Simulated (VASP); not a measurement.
Input of a VASP 6.6.1 run:

File INCAR:

```
SYSTEM = CaMg12
ALGO = Normal ; EDIFF = 1E-6
ENCUT = 520 ; GGA = PE
ISIF = 2 ; ISMEAR = 0
LASPH = .TRUE. ; LCHARG = .TRUE.
LELF = .TRUE. ; LREAL = .FALSE.
LVHAR = .TRUE. ; LWAVE = .FALSE.
NBANDS = 29 ; NELM = 80
PREC = Accurate ; SIGMA = 0.15
```

File KPOINTS:

```
k-points
0
G
  5 5 1
  0 0 0
```

POSCAR

```
CaMg12
1.0
    6.4200000000      0.0000000000      0.0000000000
    3.2100000000      5.5598830000      0.0000000000
    0.0000000000      0.0000000000     18.2130400000
Mg Ca
12 1
Direct
    0.0000000000      0.0000000000      0.0549057159
    0.5000000000      0.0000000000      0.0549057159
   -0.0000000450      0.5000000899      0.0549057159
    0.4999999550      0.5000000899      0.0549057159
   -0.1702731081      0.3350854685      0.2022023781
    0.3331511142      0.3356167747      0.1996695225
   -0.1637333286      0.8322274048      0.1975728928
    0.3329810871      0.8311867354      0.1998736070
   -0.0007488530     -0.0006228548      0.3444508989
    0.5112385088     -0.0049533416      0.3344698634
   -0.0014765568      0.5041674438      0.3432307841
    0.4975903166      0.5015844758      0.3648567180
    0.2320144170      1.1424583935      0.4867280805
```

Potentials or basis: VASP PAW PBE potentials, release 64 (Mg, Ca_sv).

Run with:

```sh
$ cat potpaw_PBE.64/Mg/POTCAR potpaw_PBE.64/Ca_sv/POTCAR > POTCAR
$ mpirun -np 1 vasp_std > vasp.out
```

Question: What does it give for the band gap on the k mesh?

Answer: Zero (bands 17 and 18 overlap by 0.33 eV).

Question: Predict the largest force.

Answer: 0.052 eV/Å.

Forces on the atoms (eV/Å):
```
Mg   0.038  0.035  0.010
Mg  -0.034  0.019  0.002
Mg  -0.011 -0.049  0.010
Mg   0.008 -0.004  0.001
Mg   0.001  0.000 -0.005
Mg  -0.003  0.010 -0.010
Mg   0.012 -0.006 -0.008
Mg  -0.007 -0.002 -0.005
Mg  -0.003 -0.002 -0.001
Mg  -0.002 -0.002  0.009
Mg  -0.001  0.002 -0.005
Mg   0.001  0.000  0.003
Ca   0.002 -0.002 -0.001
```

Caveat: there is no dipole correction, which matters where the two faces differ.
